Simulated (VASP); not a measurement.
# Ta2Bi2O (P-6m2) in VASP: notebook, part 2 of 2

VASP 6.6.1. Earlier steps stand in the parts before.

**3. Single point, PBE**

This run uses another cell than the first one, of 23.76 Å³/atom.

INCAR

```
SYSTEM = Ta2Bi2O
ALGO     = Normal         ! electronic algorithm
EDIFF    = 1E-6           ! SCF threshold, eV
ENCUT    = 520            ! plane-wave cutoff, eV
GGA      = PE             ! functional
ISIF     = 2              ! what is computed and relaxed
ISMEAR   = 0              ! smearing method
LASPH    = .True.         ! aspherical terms in the spheres
LCHARG   = .True.         ! write CHGCAR
LELF     = .True.         ! ELF
LREAL    = .False.        ! projectors in reciprocal space
LVHAR    = .True.       
LWAVE    = .False.        ! write WAVECAR
NBANDS   = 37             ! bands
NELM     = 100            ! most SCF steps
PREC     = Accurate       ! precision mode
SIGMA    = 0.1            ! smearing width, eV
```

KPOINTS

```
k-points
0
Gamma
  6 6 2
  0 0 0
```

POSCAR

```
Ta2Bi2O
1.0
    4.2614723900      0.0000000000      0.0000000000
   -2.1307362000      3.6905433500      0.0000000000
    0.0000000000      0.0000000000      7.5537476000
Ta Bi O
2 2 1
Direct
    0.3333333300      0.6666666700      0.3601024500
    0.3333333300      0.6666666700      0.6398975500
    0.6666666700      0.3333333300      0.0000000000
    0.0000000000      0.0000000000      0.5000000000
    0.6666666700      0.3333333300      0.5000000000
```

Potentials or basis: VASP PAW PBE potentials, release 64 (Ta_pv, Bi_d, O).

Run with:

```
$ cat potpaw_PBE.64/Ta_pv/POTCAR potpaw_PBE.64/Bi_d/POTCAR potpaw_PBE.64/O/POTCAR > POTCAR
$ mpirun -np 1 vasp_std > vasp.out
```

OUTCAR:

```text
SYSTEM = Ta2Bi2O
   EDIFF = 1E-6
   ENCUT = 520
   GGA = PE
   ISIF = 2
   ISMEAR = 0
   LASPH = .True.
   LREAL = .False.
   NELM = 100
   PREC = Accurate

 ion  position               nearest neighbor table
   1  0.333  0.667  0.360-   2 2.11   5 2.68   5 2.68   4 2.68   4 2.68   4 2.68   5 2.68   3 3.67
                             3 3.67   3 3.67
   2  0.333  0.667  0.640-   1 2.11   5 2.68   5 2.68   4 2.68   4 2.68   4 2.68   5 2.68   3 3.67
                             3 3.67   3 3.67
   3  0.667  0.333  0.000-   1 3.67   2 3.67   1 3.67   2 3.67   1 3.67   2 3.67
   4  0.000  0.000  0.500-   5 2.46   5 2.46   5 2.46   1 2.68   2 2.68   1 2.68   2 2.68   1 2.68
                             2 2.68
   5  0.667  0.333  0.500-   4 2.46   4 2.46   4 2.46   2 2.68   1 2.68   2 2.68   1 2.68   1 2.68
                             2 2.68

  LATTYP: Found a hexagonal cell.
 ALAT       =     4.2614723900
 C/A-ratio  =     1.7725675327

  Lattice vectors:

 A1 = (   4.2614723900,   0.0000000000,   0.0000000000)
 A2 = (  -2.1307362000,   3.6905433500,   0.0000000000)
 A3 = (   0.0000000000,   0.0000000000,   7.5537476000)

[... 171 lines left out ...]

 val. band max:        5.7318086296   @ k =   0.3333   0.0000   0.5000
 cond. band min:       5.7565684316   @ k =   0.1667   0.1667   0.5000
 fundamental gap:      0.0247598020
 Fermi energy:         5.7368217840

 k-point     1 :       0.0000    0.0000    0.0000
  band No.  band energies     occupation
      1     -30.7233      2.00000
      2     -29.2571      2.00000
      3     -29.2571      2.00000
      4     -28.5906      2.00000
      5     -28.5906      2.00000
      6     -26.7447      2.00000
[... 549 lines left out ...]
     36       9.1157      0.00000
     37       9.4284      0.00000

------------------------ aborting loop because EDIFF is reached ----------------------------------------

  FORCE on cell =-STRESS in cart. coord.  units (eV):
  Direction    XX          YY          ZZ          XY          YZ          ZX
  --------------------------------------------------------------------------------------
  -------------------------------------------------------------------------------------
  Total       13.1557643     13.1557643     18.9426784     -0.0000000     -0.0000000      0.0000000
  in kB      177.4247517    177.4247519    255.4697656     -0.0000002     -0.0000000      0.0000000
  external PRESSURE =     203.4397564 kB  Pullay stress =       0.0000000 kB

 VOLUME and BASIS-vectors are now :
 -----------------------------------------------------------------------------
  energy-cutoff  :      520.00
  volume of cell :      118.80
      direct lattice vectors                 reciprocal lattice vectors
     4.261472390  0.000000000  0.000000000     0.234660678  0.135481406  0.000000000
    -2.130736200  3.690543350  0.000000000     0.000000000  0.270962811  0.000000000
     0.000000000  0.000000000  7.553747600     0.000000000  0.000000000  0.132384619

 POSITION                                       TOTAL-FORCE (eV/Angst)
 -----------------------------------------------------------------------------------
     -0.00000      2.46036      2.72012         0.000000     -0.000000    -10.985870
     -0.00000      2.46036      4.83362         0.000000     -0.000000     10.985870
      2.13074      1.23018      0.00000         0.000000     -0.000000      0.000000
      0.00000      0.00000      3.77687         0.000000     -0.000000      0.000000
      2.13074      1.23018      3.77687        -0.000000      0.000000      0.000000
 -----------------------------------------------------------------------------------
    total drift:                               -0.000029      0.000017      0.000000

  FREE ENERGIE OF THE ION-ELECTRON SYSTEM (eV)
  ---------------------------------------------------
  free  energy   TOTEN  =       -28.7815531131 eV

  energy  without entropy=      -28.7517227843  energy(sigma->0) =      -28.76663795
```

It took 2 min on 1 thread of AMD EPYC 7R13, shared host; peak memory 0.22 GiB.

Results:

```
Free energy            : -28.7816 eV
Pressure               : 20.3 GPa
Largest force          : 10.986 eV/Å
Band gap on the k mesh : zero (bands 29 and 30 overlap by 0.78 eV)
```

Forces on the atoms (eV/Å):
```
Ta    0.000   0.000 -10.986
Ta    0.000   0.000  10.986
Bi    0.000   0.000   0.000
Bi    0.000   0.000   0.000
O     0.000   0.000   0.000
```

Levels at points of the mesh, in eV from the Fermi level:
| k point | band 25 | band 26 | band 27 | band 28 | band 29 | band 30 | band 31 | band 32 | band 33 | band 34 |
| --- | --- | --- | --- | --- | --- | --- | --- | --- | --- | --- |
| (0.00, 0.00, 0.00) | -2.03 | -1.08 | -0.20 | 0.55 | 0.55 | 0.72 | 0.72 | 1.63 | 1.63 | 1.87 |
| (0.50, 0.00, 0.00) | -2.06 | -1.93 | -0.90 | -0.82 | -0.76 | -0.23 | 1.13 | 1.13 | 1.55 | 1.75 |
| (0.00, 0.00, 0.50) | -2.69 | -1.37 | -0.48 | 0.39 | 0.39 | 0.57 | 0.57 | 1.89 | 1.89 | 3.18 |
| (0.50, 0.00, 0.50) | -2.01 | -1.98 | -1.80 | -1.09 | -0.48 | 0.15 | 0.59 | 1.72 | 1.76 | 2.23 |

Caveat: the k points lie up to 0.42 Å⁻¹ apart, too coarse for converged energies and pressures of a metal; spin-orbit coupling is left out, which moves the levels of the heavy elements; forces of over 1 eV/Å act on the atoms, so gaps and moduli don't describe the material at rest.

**4. Single point, PBE**

This run uses another cell than the first one, of 21.34 Å³/atom.

INCAR

```
  PREC = Accurate
  ENCUT = 520
  EDIFF = 1E-7
  ISMEAR = 0
  SIGMA = 0.1
  LREAL = F
  LASPH = T
  NELM = 60
  ALGO = Normal
  ISIF = 2
  LWAVE = F
  LCHARG = T
  GGA = PE
  LELF = T
  LVHAR = T
  NBANDS = 37
```

KPOINTS

```
regular mesh
0
Gamma
  6 6 4
```

POSCAR

```
Ta2Bi2O
1.0
    4.4300620947      0.0000000000      0.0000000000
   -2.2150310474      3.8365463143      0.0000000000
    0.0000000000      0.0000000000      6.2786000146
Ta Bi O
2 2 1
Direct
    0.3333333333      0.6666666667      0.2803015680
    0.3333333333      0.6666666667      0.7196984320
    0.6666666667      0.3333333333      0.0000000000
    0.0000000000      0.0000000000      0.5000000000
    0.6666666667      0.3333333333      0.5000000000
```

Run with:

```
$ cat potpaw_PBE.64/Ta_pv/POTCAR potpaw_PBE.64/Bi_d/POTCAR potpaw_PBE.64/O/POTCAR > POTCAR
$ mpirun -np 1 vasp_std > vasp.out
```

Run time: 3.3 min. Hardware: 1 thread of AMD EPYC 7R13, shared host; peak memory 0.25 GiB.

It converged, with:

```
Free energy            : -33.1577 eV
Pressure               : -0.3 GPa
Largest force          : 0.004 eV/Å
Band gap on the k mesh : zero (bands 29 and 30 overlap by 0.10 eV)
```

Forces on the atoms (eV/Å):
```
Ta   0.000  0.000  0.004
Ta   0.000  0.000 -0.004
Bi   0.000  0.000  0.000
Bi   0.000  0.000  0.000
O    0.000  0.000  0.000
```

Levels at points of the mesh, in eV from the Fermi level:
| k point | band 27 | band 28 | band 29 | band 30 | band 31 | band 32 |
| --- | --- | --- | --- | --- | --- | --- |
| (0.00, 0.00, 0.00) | -0.29 | -0.29 | -0.05 | -0.05 | 0.47 | 0.47 |
| (0.50, 0.00, 0.00) | -0.79 | -0.77 | -0.69 | 0.19 | 0.40 | 0.62 |
| (0.00, 0.00, 0.50) | -2.01 | -1.37 | -0.97 | 0.23 | 0.23 | 0.62 |
| (0.50, 0.00, 0.50) | -1.49 | -1.14 | -0.84 | 0.48 | 0.54 | 0.56 |

Caveat: spin-orbit coupling is left out, which moves the levels of the heavy elements.

**5. Relaxation of cell and atoms, PBE**

This run uses another cell than the first one, of 23.76 Å³/atom.

INCAR

```
PREC = Accurate
ENCUT = 600
EDIFF = 1E-7
ISMEAR = 0
SIGMA = 0.1
LREAL = F
LASPH = T
NELM = 60
ALGO = Normal
ISIF = 3
LWAVE = F
LCHARG = F
GGA = PE
IBRION = 2
NSW = 90
EDIFFG = -0.04
```

KPOINTS

```
regular mesh
0
Gamma
  6 6 2
```

POSCAR

```
Ta2Bi2O
1.0
    4.2614723900      0.0000000000      0.0000000000
   -2.1307362000      3.6905433500      0.0000000000
    0.0000000000      0.0000000000      7.5537476000
Ta Bi O
2 2 1
Direct
    0.3333333300      0.6666666700      0.3601024500
    0.3333333300      0.6666666700      0.6398975500
    0.6666666700      0.3333333300      0.0000000000
    0.0000000000      0.0000000000      0.5000000000
    0.6666666700      0.3333333300      0.5000000000
```

Run with:

```
$ cat potpaw_PBE.64/Ta_pv/POTCAR potpaw_PBE.64/Bi_d/POTCAR potpaw_PBE.64/O/POTCAR > POTCAR
$ mpirun -np 1 vasp_std > vasp.out
```

It took 16 min on 1 thread of AMD EPYC 7R13, shared host; peak memory 0.3 GiB.

It converged, with:

```
Free energy                           : -33.1461 eV
Relaxed volume                        : 21.51 Å³/atom
Relaxed cell                          : a = 4.381 Å, b = 4.381 Å, c = 6.471 Å, α = 90.00°, β = 90.00°, γ = 120.00°
Space group after relaxing (to 0.1 Å) : P-6m2 (No. 187)
Energy gained by relaxing             : 872.5 meV/atom
Ionic steps                           : 15
Pressure after relaxing               : 0.0 GPa
Largest force after relaxing          : 0.012 eV/Å
Band gap on the k mesh                : zero (bands 29 and 30 overlap by 0.08 eV)
```

Forces in eV/Å, atoms in the order of the input:
```
Ta   0.000  0.000  0.012
Ta   0.000  0.000 -0.012
Bi   0.000  0.000  0.000
Bi   0.000  0.000  0.000
O    0.000  0.000  0.000
```

Stress tensor (GPa, compression positive):
```
 0.13  0.00  0.00
 0.00  0.13  0.00
 0.00  0.00 -0.20
```

The path:
| step | energy change (eV) | largest force (eV/Å) | pressure (GPa) | volume (Å³) |
| --- | --- | --- | --- | --- |
| 1 | 0.0000 | 10.9877 | 20.36 | 118.80 |
| 2 | 2.2610 | 1.4160 | -15.91 | 178.50 |
| 3 | -2.5262 | 0.2684 | -8.26 | 137.13 |
| 4 | -2.6305 | 0.9539 | -6.20 | 134.41 |
| 5 | -2.6579 | 1.6734 | -4.10 | 132.02 |
| 6 | -3.3313 | 1.9545 | -2.78 | 123.10 |
| 7 | -3.9407 | 1.6903 | 13.89 | 97.72 |
| 8 | -4.0808 | 2.3692 | 5.55 | 106.43 |
| 9 | -4.0997 | 2.2284 | 7.93 | 103.46 |
| 10 | -4.3073 | 0.4211 | 4.48 | 103.74 |
| 11 | -4.3215 | 0.0689 | 3.51 | 103.83 |
| 12 | -4.3535 | 0.0487 | 1.54 | 105.82 |
| 13 | -4.3622 | 0.0311 | -0.07 | 107.64 |
| 14 | -4.3622 | 0.0319 | -0.01 | 107.56 |
| 15 | -4.3624 | 0.0124 | 0.02 | 107.56 |

Final structure:
```yaml
crystal:
  lattice:
    - [4.38099, 0.00000, 0.00000]
    - [-2.19049, 3.79405, 0.00000]
    - [0.00000, 0.00000, 6.47083]
  atoms:
    - { symbol: Ta, position: [0.33333, 0.66667, 0.28707] }
    - { symbol: Ta, position: [0.33333, 0.66667, 0.71293] }
    - { symbol: Bi, position: [0.66667, 0.33333, 0.00000] }
    - { symbol: Bi, position: [0.00000, 0.00000, 0.50000] }
    - { symbol: O, position: [0.66667, 0.33333, 0.50000] }
```

Levels at points of the mesh, in eV from the Fermi level:
| k point | band 26 | band 27 | band 28 | band 29 | band 30 | band 31 | band 32 | band 33 |
| --- | --- | --- | --- | --- | --- | --- | --- | --- |
| (0.00, 0.00, 0.00) | -1.58 | -0.29 | -0.29 | 0.10 | 0.10 | 0.65 | 0.65 | 1.08 |
| (0.50, 0.00, 0.00) | -1.69 | -0.96 | -0.74 | -0.71 | 0.34 | 0.49 | 0.66 | 1.48 |
| (0.00, 0.00, 0.50) | -1.74 | -1.74 | -1.33 | -1.09 | 0.39 | 0.39 | 0.70 | 0.70 |
| (0.50, 0.00, 0.50) | -1.95 | -1.55 | -1.11 | -0.89 | 0.57 | 0.57 | 0.65 | 0.66 |

Caveat: the k points lie up to 0.49 Å⁻¹ apart in the final cell; spin-orbit coupling is left out, which moves the levels of the heavy elements.

**6. Single point, PBE**

This run uses another cell than the first one, of 21.20 Å³/atom.

INCAR

```
ALGO     = Normal         # electronic algorithm
EDIFF    = 1E-7           # SCF threshold, eV
ENCUT    = 520            # plane-wave cutoff, eV
GGA      = PE             # functional
ISIF     = 2              # what is computed and relaxed
ISMEAR   = 0              # smearing method
LASPH    = True           # aspherical terms in the spheres
LCHARG   = False          # write CHGCAR
LREAL    = False          # projectors in reciprocal space
LWAVE    = False          # write WAVECAR
NBANDS   = 37             # bands
NELM     = 80             # most SCF steps
PREC     = Accurate       # precision mode
SIGMA    = 0.1            # smearing width, eV
```

KPOINTS

```
k-points
0
Gamma
  12 12 6
```

POSCAR

```
Ta2Bi2O
1.0
    4.4322272091      0.0000000000      0.0000000000
   -2.2161136045      3.8384213585      0.0000000000
    0.0000000000      0.0000000000      6.2296292361
Ta Bi O
2 2 1
Direct
    0.3333333333      0.6666666667      0.2775841610
    0.3333333333      0.6666666667      0.7224158390
    0.6666666667      0.3333333333      0.0000000000
    0.0000000000      0.0000000000      0.5000000000
    0.6666666667      0.3333333333      0.5000000000
```

Potentials or basis: VASP PAW PBE potentials, release 64 (Ta_pv, Bi_d, O).

Run with:

```
$ cat potpaw_PBE.64/Ta_pv/POTCAR potpaw_PBE.64/Bi_d/POTCAR potpaw_PBE.64/O/POTCAR > POTCAR
$ mpirun -np 1 vasp_std > vasp.out
```

Wall time 5.2 min (1 thread of AMD EPYC 7R13, shared host); peak memory 0.39 GiB.

Results (log left out):

* Free energy: -33.1599 eV
* Pressure: 0.0 GPa
* Band gap on the k mesh: zero (bands 29 and 30 overlap by 0.37 eV)

Forces on the atoms (eV/Å):
```
Ta   0.000  0.000  0.002
Ta   0.000  0.000 -0.002
Bi   0.000  0.000  0.000
Bi   0.000  0.000  0.000
O    0.000  0.000  0.000
```

Levels at points of the mesh, in eV from the Fermi level:
| k point | band 25 | band 26 | band 27 | band 28 | band 29 | band 30 | band 31 | band 32 | band 33 | band 34 |
| --- | --- | --- | --- | --- | --- | --- | --- | --- | --- | --- |
| (0.00, 0.00, 0.00) | -2.52 | -1.55 | -0.34 | -0.34 | -0.15 | -0.15 | 0.39 | 0.39 | 1.49 | 1.77 |
| (0.50, 0.00, 0.00) | -2.68 | -1.97 | -0.84 | -0.81 | -0.69 | 0.12 | 0.35 | 0.56 | 1.28 | 1.57 |
| (0.00, 0.00, 0.50) | -2.51 | -2.15 | -2.15 | -1.42 | -0.95 | 0.13 | 0.13 | 0.47 | 0.66 | 0.66 |
| (0.50, 0.00, 0.50) | -2.35 | -2.26 | -1.51 | -1.18 | -0.86 | 0.43 | 0.46 | 0.49 | 0.56 | 0.95 |

Caveat: spin-orbit coupling is left out, which moves the levels of the heavy elements.

**7. Single point, PBE, collinear spin**

This run uses another cell than the first one, of 23.76 Å³/atom.

INCAR

```
SYSTEM = Ta2Bi2O
PREC     = Accurate       ! precision mode
ENCUT    = 520            ! plane-wave cutoff, eV
EDIFF    = 1E-7           ! SCF threshold, eV
ISMEAR   = 0              ! smearing method
SIGMA    = 0.1            ! smearing width, eV
LREAL    = .FALSE.        ! projectors in reciprocal space
LASPH    = .TRUE.         ! aspherical terms in the spheres
NELM     = 150            ! most SCF steps
ALGO     = Normal         ! electronic algorithm
ISIF     = 2              ! what is computed and relaxed
LWAVE    = .FALSE.        ! write WAVECAR
LCHARG   = .FALSE.        ! write CHGCAR
ISPIN    = 2              ! spin polarisation
MAGMOM   = 1 1 0 0 0      ! initial moments
LORBIT   = 11             ! projections on sites
LMAXMIX  = 4              ! l up to which the mixer works
GGA      = PE             ! functional
NBANDS   = 41             ! bands
```

KPOINTS

```
regular mesh
0
G
  6 6 2
  0 0 0
```

POSCAR

```
Ta2Bi2O
1.0
    4.2614723900      0.0000000000      0.0000000000
   -2.1307362000      3.6905433500      0.0000000000
    0.0000000000      0.0000000000      7.5537476000
Ta Bi O
2 2 1
Direct
    0.3333333300      0.6666666700      0.3601024500
    0.3333333300      0.6666666700      0.6398975500
    0.6666666700      0.3333333300      0.0000000000
    0.0000000000      0.0000000000      0.5000000000
    0.6666666700      0.3333333300      0.5000000000
```

Run with:

```
$ cat potpaw_PBE.64/Ta_pv/POTCAR potpaw_PBE.64/Bi_d/POTCAR potpaw_PBE.64/O/POTCAR > POTCAR
$ mpirun -np 1 vasp_std > vasp.out
```

Wall time 2.3 min (1 thread of AMD EPYC 7R13, shared host); peak memory 0.3 GiB.

The run converged. Its results:

| Item | Value |
| --- | --- |
| Free energy | -28.7816 eV |
| Pressure | 20.3 GPa |
| Largest force | 10.987 eV/Å |
| Band gap on the k mesh | zero (filled and empty bands overlap) |
| Net moment | 0.00 μB per cell |
| Valence electrons inside the program's atomic spheres | Ta 9.28; Bi 12.65, 13.36; O 4.89 |

Forces on the atoms (eV/Å):
```
Ta    0.000   0.000 -10.987
Ta    0.000   0.000  10.987
Bi    0.000   0.000   0.000
Bi    0.000   0.000   0.000
O     0.000   0.000   0.000
```

Stress tensor (GPa, compression positive):
```
17.74  0.00  0.00
 0.00 17.74  0.00
 0.00  0.00 25.55
```

Levels at points of the mesh, in eV from the Fermi level:
Spin up:
```
           k point  band 27  band 28  band 29  band 30  band 31  band 32
(0.00, 0.00, 0.00)    -0.20     0.55     0.55     0.72     0.72     1.63
(0.50, 0.00, 0.00)    -0.90    -0.82    -0.76    -0.23     1.13     1.13
(0.00, 0.00, 0.50)    -0.48     0.39     0.39     0.57     0.57     1.89
(0.50, 0.00, 0.50)    -1.80    -1.09    -0.48     0.15     0.59     1.72
```
Spin down:
```csv
k point,band 26,band 27,band 28,band 29,band 30,band 31,band 32,band 33
"(0.00, 0.00, 0.00)",-1.08,-0.20,0.55,0.55,0.72,0.72,1.63,1.63
"(0.50, 0.00, 0.00)",-1.93,-0.90,-0.82,-0.76,-0.23,1.12,1.13,1.55
"(0.00, 0.00, 0.50)",-1.37,-0.48,0.39,0.39,0.57,0.57,1.89,1.89
"(0.50, 0.00, 0.50)",-1.98,-1.80,-1.09,-0.48,0.15,0.59,1.72,1.76
```

Caveat: the k points lie up to 0.42 Å⁻¹ apart, too coarse for converged energies and pressures of a metal; spin-orbit coupling is left out, which moves the levels of the heavy elements; forces of over 1 eV/Å act on the atoms, so gaps and moduli don't describe the material at rest.

**8. Summary**

```csv
task,spin,cell,k mesh,cutoff (eV),gap on the mesh (eV),pressure (GPa),largest force (eV/Å)
single point,off,"a = 4.385, b = 4.385, c = 6.465 Å, angles 90.0, 90.0, 120.0°, 5 atoms, atomic positions A",6 × 6 × 2,520,none,-0.1,0.02
single point,off,"a = 4.261, b = 4.261, c = 7.554 Å, angles 90.0, 90.0, 120.0°, 5 atoms, atomic positions B",6 × 6 × 2,520,none,20.3,10.99
single point,off,"a = 4.430, b = 4.430, c = 6.279 Å, angles 90.0, 90.0, 120.0°, 5 atoms, atomic positions C",6 × 6 × 4,520,none,-0.3,-
relaxation of cell and atoms,off,"relaxed from a = 4.261, b = 4.261, c = 7.554 Å, angles 90.0, 90.0, 120.0°, 5 atoms, atomic positions B",6 × 6 × 2,600,none,0.0,0.01
single point,off,"a = 4.432, b = 4.432, c = 6.230 Å, angles 90.0, 90.0, 120.0°, 5 atoms, atomic positions D",12 × 12 × 6,520,none,0.0,-
single point,collinear,"a = 4.261, b = 4.261, c = 7.554 Å, angles 90.0, 90.0, 120.0°, 5 atoms, atomic positions B",6 × 6 × 2,520,none,20.3,10.99
```

Alike in all rows: level PBE; potentials or basis VASP PAW PBE potentials, release 64 (Ta_pv, Bi_d, O); smearing gaussian 0.1 eV.

Caveats: some runs use coarse meshes; spin-orbit coupling is left out, which moves the levels of the heavy elements; forces of over 1 eV/Å act on the atoms, so gaps and moduli don't describe the material at rest (at least some runs).

Total energies depend on the potentials used, so only differences within one code and one set of settings carry meaning.

The gap in the log of VASP goes by the Fermi energy; the results here count the filled bands.